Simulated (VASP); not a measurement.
# AlAs (F-43m) in VASP: a series of runs

AlAs is run at these levels: r2SCAN, PBE; tasks: single point.

Everything below comes from runs of VASP 6.6.1. Logs are shortened: lines on timing, memory, paths and dates and some standing lists are left out, and cuts for length are marked.

**1. The cell of the first run**

Symmetry: F-43m, No. 216, cubic system. The conventional cell has a = 5.676 Å, b = 5.676 Å, c = 5.676 Å, α = 90.00°, β = 90.00°, γ = 90.00°. Within 3.2 Å of Al (site symmetry -43m) lie 4 As at 2.46 Å. Within 3.2 Å of As (site symmetry -43m) lie 4 Al at 2.46 Å.

**2. Single point, r2SCAN**

Contents of POSCAR:

```
AlAs
1.0
    0.0000000000      2.8379010000      2.8379010000
    2.8379010000      0.0000000000      2.8379010000
    2.8379010000      2.8379010000      0.0000000000
Al As
1 1
Direct
    0.0000000000      0.0000000000      0.0000000000
    0.7500000000      0.7500000000      0.7500000000
```

Contents of INCAR.step1:

```
SYSTEM = AlAs
ALGO = Normal ; EDIFF = 1E-5
ENCUT = 550 ; GGA = PE
GGA_COMPAT = .False. ; ISMEAR = 0
LASPH = .True. ; LCHARG = .False.
LREAL = .False. ; LWAVE = .True.
NBANDS = 11 ; NELM = 120
PREC = Accurate ; SIGMA = 0.01
```

Contents of INCAR.step2:

```
SYSTEM = AlAs
ALGO = Normal ; EDIFF = 1E-6
ENCUT = 550 ; GGA_COMPAT = .False.
ISIF = 2 ; ISMEAR = 0
ISTART = 1 ; LASPH = .True.
LCHARG = .False. ; LMIXTAU = .True.
LREAL = .False. ; LWAVE = .False.
METAGGA = R2SCAN ; NBANDS = 11
NELM = 120 ; PREC = Accurate
SIGMA = 0.01
```

Contents of KPOINTS:

```
k-points
0
Gamma
  7 7 7
  0 0 0
```

Potentials or basis: VASP PAW PBE potentials, release 64 (Al, As).

Started as:

```bash
$ cat potpaw_PBE.64/Al/POTCAR potpaw_PBE.64/As/POTCAR > POTCAR
$ cp INCAR.step1 INCAR
$ mpirun -np 1 vasp_std > vasp.out
$ cp INCAR.step2 INCAR
$ mpirun -np 1 vasp_std > vasp.out
```

OUTCAR:

```text
SYSTEM = AlAs
   EDIFF = 1E-6
   ENCUT = 550
   ISIF = 2
   ISMEAR = 0
   ISTART = 1
   LASPH = .True.
   LREAL = .False.
   METAGGA = R2SCAN
   NELM = 120
   PREC = Accurate

 ion  position               nearest neighbor table
   1  0.000  0.000  0.000-   2 2.46   2 2.46   2 2.46   2 2.46
   2  0.750  0.750  0.750-   1 2.46   1 2.46   1 2.46   1 2.46

  LATTYP: Found a face centered cubic cell.
 ALAT       =     5.6758020000

  Lattice vectors:

 A1 = (   0.0000000000,   2.8379010000,   2.8379010000)
 A2 = (   2.8379010000,   0.0000000000,   2.8379010000)
 A3 = (   2.8379010000,   2.8379010000,   0.0000000000)

Analysis of symmetry for initial positions (statically):
=====================================================================
 Subroutine PRICEL returns:
 Original cell was already a primitive cell.

 Routine SETGRP: Setting up the symmetry group for a
 face centered cubic supercell.

 Subroutine GETGRP returns: Found 24 space group operations
 (whereof 24 operations were pure point group operations)
 out of a pool of 48 trial point group operations.

The static configuration has the point symmetry T_d .

Analysis of symmetry for dynamics (positions and initial velocities):
=====================================================================
 Subroutine PRICEL returns:
 Original cell was already a primitive cell.

 Routine SETGRP: Setting up the symmetry group for a
 face centered cubic supercell.

 Subroutine GETGRP returns: Found 24 space group operations
 (whereof 24 operations were pure point group operations)
 out of a pool of 48 trial point group operations.

The dynamic configuration has the point symmetry T_d .

 Subroutine INISYM returns: Found 24 space group operations
 (whereof 24 operations are pure point group operations),
 and found     1 'primitive' translations

----------------------------------------------------------------------------------------

                                     Primitive cell

  volume of cell :      45.7111

  direct lattice vectors                    reciprocal lattice vectors
     0.000000000  2.837901000  2.837901000    -0.176186555  0.176186555  0.176186555
     2.837901000  0.000000000  2.837901000     0.176186555 -0.176186555  0.176186555
     2.837901000  2.837901000  0.000000000     0.176186555  0.176186555 -0.176186555

  length of vectors
     4.013398083  4.013398083  4.013398083     0.305164064  0.305164064  0.305164064

  position of ions in fractional coordinates (direct lattice)
     0.000000000  0.000000000  0.000000000
     0.750000000  0.750000000  0.750000000

  ion indices of the primitive-cell ions
   primitive index   ion index
                 1           1
                 2           2

----------------------------------------------------------------------------------------

 KPOINTS: k-points

Automatic generation of k-mesh.
 Grid dimensions read from file:
 generate k-points for:    7    7    7

 Generating k-lattice:

  Cartesian coordinates                     Fractional coordinates (reciprocal lattice)
    -0.025169508  0.025169508  0.025169508     0.142857143  0.000000000  0.000000000
     0.025169508 -0.025169508  0.025169508     0.000000000  0.142857143  0.000000000
     0.025169508  0.025169508 -0.025169508     0.000000000  0.000000000  0.142857143

  Length of vectors
     0.043594866  0.043594866  0.043594866

  Shift w.r.t. Gamma in fractional coordinates (k-lattice)
     0.000000000  0.000000000  0.000000000

 Subroutine IBZKPT returns following result:
 ===========================================

 Found     20 irreducible k-points:

 Following reciprocal coordinates:
            Coordinates               Weight
  0.000000  0.000000  0.000000      1.000000
  0.142857  0.000000  0.000000      8.000000
  0.285714  0.000000  0.000000      8.000000
  0.428571  0.000000  0.000000      8.000000
  0.142857  0.142857  0.000000      6.000000
  0.285714  0.142857  0.000000     24.000000
[... 12 lines left out ...]
 -0.428571  0.428571  0.142857     24.000000
 -0.285714  0.428571  0.142857     24.000000
   k-points           NKPTS =     20   k-points in BZ     NKDIM =     20   number of bands    NBANDS=     11
   number of dos      NEDOS =    301   number of ions     NIONS =      2
   total plane-waves  NPLWV =  32768
   dimension x,y,z NGX =    32 NGY =   32 NGZ =   32
   dimension x,y,z NGXF=    64 NGYF=   64 NGZF=   64
   ions per type =               1   1
   NGX,Y,Z   is equivalent  to a cutoff of  13.26, 13.26, 13.26 a.u.
   NGXF,Y,Z  is equivalent  to a cutoff of  26.51, 26.51, 26.51 a.u.
 SYSTEM =  AlAs
   PREC   = accura    normal or accurate (medium, high low for compatibility)
   ISTART =      1    job   : 0-new  1-cont  2-samecut
   ICHARG =      0    charge: 1-file 2-atom 10-const
   ISPIN  =      1    spin polarized calculation?
   LNONCOLLINEAR =      F non collinear calculations
   LSORBIT =      F    spin-orbit coupling
   LASPH  =      T    aspherical Exc in radial PAW
   ENCUT  =  550.0 eV  40.42 Ry    6.36 a.u.   7.67  7.67  7.67*2*pi/ulx,y,z
   NELM   =    120;   NELMIN=  2; NELMDL=  0     # of ELM steps
   EDIFF  = 0.1E-05   stopping-criterion for ELM
   LREAL  =      F    real-space projection
   EDIFFG = 0.1E-04   stopping-criterion for IOM
   NSW    =      0    number of steps for IOM
   IBRION =     -1    ionic relax: 0-MD 1-quasi-New 2-CG
   NFREE  =      0    steps in history (QN), initial steepest desc. (CG)
   ISIF   =      2    stress and relaxation
   ISYM   =      2    0-nonsym 1-usesym 2-fastsym
   POTIM  = 0.5000    time-step for ionic-motion
   TEBEG  =    0.0;   TEEND  =   0.0 temperature during run
   PSTRESS=    0.0 pullay stress
   NELECT =       8.0000    total number of electrons
   NUPDOWN=      -1.0000    fix difference up-down
   EMIN   =  10.00;   EMAX   =-10.00  energy-range for DOS
   EFERMI =   0.00;   METHOD = LEGACY
   ISMEAR =     0;   SIGMA  =   0.01  broadening in eV -4-tet -1-fermi 0-gaus
   EFERMI_NEDOS =   21; number of points for ismear=-14 and -15
   IALGO  =     38    algorithm
   IMIX   =      4    mixing-type and parameters
     AMIX     =   0.40;   BMIX     =  1.00
     AMIX_MAG =   1.60;   BMIX_MAG =  1.00
  volume/ion in A,a.u.               =      22.86       154.24
  Fermi-wavevector in a.u.,A,eV,Ry     =   0.915723  1.730466 11.409153  0.838549
  Thomas-Fermi vector in A             =   2.040497
   LORBIT       =      0    0 simple, 1 ext, 2 COOP (PROOUT), +10 PAW based schemes
   METAGGA = R2SCAN    functional components
   LHFCALC =     F    Hartree Fock is set to
   AEXX    =    0.0000 exact exchange contribution
   IVDW    =     0    specifies the selected vdW correction
   LEPSILON=     F    determine dielectric tensor
   LRPA    =     F    only Hartree local field effects (RPA)
 non-spin polarized calculation
 Gauss-broadening in eV      SIGMA  =   0.01
  energy-cutoff  :      550.00
  volume of cell :       45.71
 maximum number of plane-waves:      1363
   NGX = 15   NGY = 15   NGZ = 15

 number of electron       8.0000001 magnetization

 Free energy of the ion-electron system (eV)
  ---------------------------------------------------
  ext. energy  EPLUGINS =         0.00000000
  ---------------------------------------------------
  free energy    TOTEN  =       -22.69335593 eV

  energy without entropy =      -22.69335593  energy(sigma->0) =      -22.69335593

 E-fermi :   3.7103     XC(G=0):  -9.4170

 val. band max:        3.5990986676   @ k =   0.0000   0.0000   0.0000
 cond. band min:       5.5160930320   @ k =   0.4286   0.4286   0.0000
 fundamental gap:      1.9169943644
 Fermi energy:         3.7103063709

 k-point     1 :       0.0000    0.0000    0.0000
  band No.  band energies     occupation
      1      -8.6748      2.00000
      2       3.5991      2.00000
      3       3.5991      2.00000
      4       3.5991      2.00000
      5       6.2385      0.00000
      6       8.2945      0.00000
      7       8.2945      0.00000
      8       8.2945      0.00000
      9      13.1038      0.00000
     10      13.1038      0.00000
     11      13.2952      0.00000

 k-point     2 :       0.1429    0.0000    0.0000
  band No.  band energies     occupation
      1      -8.4687      2.00000
      2       1.9216      2.00000
      3       3.3934      2.00000
      4       3.3934      2.00000
      5       6.9395      0.00000
      6       8.6557      0.00000
      7       8.6557      0.00000
      8       8.9610      0.00000
      9      12.4318      0.00000
     10      12.4318      0.00000
     11      14.1088      0.00000

 k-point     3 :       0.2857    0.0000    0.0000
  band No.  band energies     occupation
      1      -7.9157      2.00000
      2      -0.3211      2.00000
      3       3.0237      2.00000
      4       3.0237      2.00000
      5       6.5868      0.00000
      6       8.9406      0.00000
      7       8.9406      0.00000
      8      11.1604      0.00000
      9      12.6956      0.00000
     10      12.6956      0.00000
     11      13.6323      0.00000

 k-point     4 :       0.4286    0.0000    0.0000
  band No.  band energies     occupation
      1      -7.3156      2.00000
      2      -1.8365      2.00000
      3       2.7855      2.00000
      4       2.7855      2.00000
      5       6.2604      0.00000
      6       8.7402      0.00000
      7       8.7402      0.00000
      8      11.9908      0.00000
      9      14.7146      0.00000
     10      14.7146      0.00000
     11      14.8735      0.00000
[... 183 lines left out ...]
 k-point    18 :      -0.4286    0.2857    0.1429
  band No.  band energies     occupation
      1      -6.9560      2.00000
      2      -1.5172      2.00000
      3       0.6912      2.00000
      4       1.9032      2.00000
      5       7.7928      0.00000
      6       8.5141      0.00000
      7      10.3219      0.00000
      8      11.5852      0.00000
      9      13.2151      0.00000
     10      14.9200      0.00000
     11      16.8838      0.00000

 k-point    19 :      -0.4286    0.4286    0.1429
  band No.  band energies     occupation
      1      -6.7452      2.00000
      2      -1.5710      2.00000
      3       0.7663      2.00000
      4       1.1753      2.00000
      5       6.8590      0.00000
      6       7.8095      0.00000
      7      11.0076      0.00000
      8      13.5335      0.00000
      9      14.0998      0.00000
     10      15.8770      0.00000
     11      17.6485      0.00000

 k-point    20 :      -0.2857    0.4286    0.1429
  band No.  band energies     occupation
      1      -6.6602      2.00000
      2      -1.5551      2.00000
      3       0.1646      2.00000
      4       1.2555      2.00000
      5       7.5123      0.00000
      6       9.6080      0.00000
      7      10.4846      0.00000
      8      10.9515      0.00000
      9      13.9395      0.00000
     10      15.2825      0.00000
     11      18.1065      0.00000

------------------------ aborting loop because EDIFF is reached ----------------------------------------

  FORCE on cell =-STRESS in cart. coord.  units (eV):
  Direction    XX          YY          ZZ          XY          YZ          ZX
  --------------------------------------------------------------------------------------
  -------------------------------------------------------------------------------------
  Total        0.0131174      0.0131174      0.0131174      0.0000000     -0.0000000      0.0000000
  in kB        0.4597667      0.4597667      0.4597667      0.0000000     -0.0000000      0.0000000
  external PRESSURE =       0.4597667 kB  Pullay stress =       0.0000000 kB

 VOLUME and BASIS-vectors are now :
 -----------------------------------------------------------------------------
  energy-cutoff  :      550.00
  volume of cell :       45.71
      direct lattice vectors                 reciprocal lattice vectors
     0.000000000  2.837901000  2.837901000    -0.176186555  0.176186555  0.176186555
     2.837901000  0.000000000  2.837901000     0.176186555 -0.176186555  0.176186555
     2.837901000  2.837901000  0.000000000     0.176186555  0.176186555 -0.176186555

 POSITION                                       TOTAL-FORCE (eV/Angst)
 -----------------------------------------------------------------------------------
      0.00000      0.00000      0.00000         0.000000      0.000000      0.000000
      4.25685      4.25685      4.25685        -0.000000     -0.000000     -0.000000
 -----------------------------------------------------------------------------------
    total drift:                               -0.000000     -0.000000     -0.000000

  FREE ENERGIE OF THE ION-ELECTRON SYSTEM (eV)
  ---------------------------------------------------
  free  energy   TOTEN  =       -22.6933559328 eV

  energy  without entropy=      -22.6933559328  energy(sigma->0) =      -22.69335593
```

Wall time 31 s (1 thread of AMD EPYC 9R45 (Zen 5), shared host); peak memory 0.15 GiB.

What came out:

| Quantity | Value |
| --- | --- |
| Free energy | -22.6934 eV |
| Pressure | 0.0 GPa |
| Band gap on the k mesh | 1.92 eV, indirect (least direct gap 2.64 eV) |

Levels at points of the mesh, in eV from the valence-band top:
| k point | band 1 | band 2 | band 3 | band 4 | band 5 | band 6 | band 7 | band 8 |
| --- | --- | --- | --- | --- | --- | --- | --- | --- |
| (0.00, 0.00, 0.00) | -12.27 | 0.00 | 0.00 | 0.00 | 2.64 | 4.70 | 4.70 | 4.70 |

Caveat: the PAW data sets were made with another functional, which shifts forces and pressure a little. r2SCAN opens gaps a little over a GGA but as a rule still falls short of measured ones.

[end of part 1 of 2]
